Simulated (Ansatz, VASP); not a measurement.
# One calculation of LiCl, two programs

INCAR

```
PREC = Accurate ; ENCUT = 520
EDIFF = 1E-6 ; ISMEAR = 0
SIGMA = 0.1 ; LREAL = False
LASPH = True ; NELM = 80
ALGO = Normal ; ISIF = 2
LWAVE = False ; LCHARG = True
GGA = CA ; LELF = True
LVHAR = True ; NBANDS = 12
```

KPOINTS

```
regular mesh
0
Gamma
  9 9 9
```

POSCAR

```
LiCl
1.0
    0.0000000000      2.5647700000      2.5647700000
    2.5647700000      0.0000000000      2.5647700000
    2.5647700000      2.5647700000      0.0000000000
Cl Li
1 1
Direct
    0.5000000000      0.5000000000      0.5000000000
    0.0000000000      0.0000000000      0.0000000000
```

input.yaml

```yaml
crystal:
  lattice:
    - [0.0, 2.56477, 2.56477]
    - [2.56477, 0.0, 2.56477]
    - [2.56477, 2.56477, 0.0]
  atoms:
    - { symbol: Cl, position: [0.5, 0.5, 0.5] }
    - { symbol: Li, position: [0.0, 0.0, 0.0] }
kpoints:
  mp_grid: { grid: [9, 9, 9] }
scf:
  occupations: { method: gaussian, width: 0.1 }
hamiltonian:
  xc: lda
  pseudopotentials: { kind: all_electron, lapw: { basis_error: 0.001 } }
output:
  forces: true
  stress: true
  eigenvalues: true
```

Alike in both runs: task single point; functional LDA; k mesh 9 × 9 × 9; occupations gaussian, width 0.1 eV; no spin polarisation.

|  | VASP | Ansatz |
| --- | --- | --- |
| version | VASP 6.6.1 | Ansatz 0.2.0 |
| potentials or method | VASP PAW LDA potentials, release 64 (Cl, Li_sv), cutoff 520 eV | all-electron LAPW, scalar-relativistic |

```csv
,VASP,Ansatz,Ansatz less VASP
gap on the k mesh at the Fermi level (eV),6.00,5.99,-0.018
least direct gap on the mesh (eV),6.00,5.99,-0.018
```

LDA's correlation is that of Perdew and Zunger in VASP and of Perdew and Wang (1992) in Ansatz. Ansatz ran all-electron here, and VASP with PAW potentials.

Noted on VASP's run: the cutoff is short for stress, so the pressure is rough.
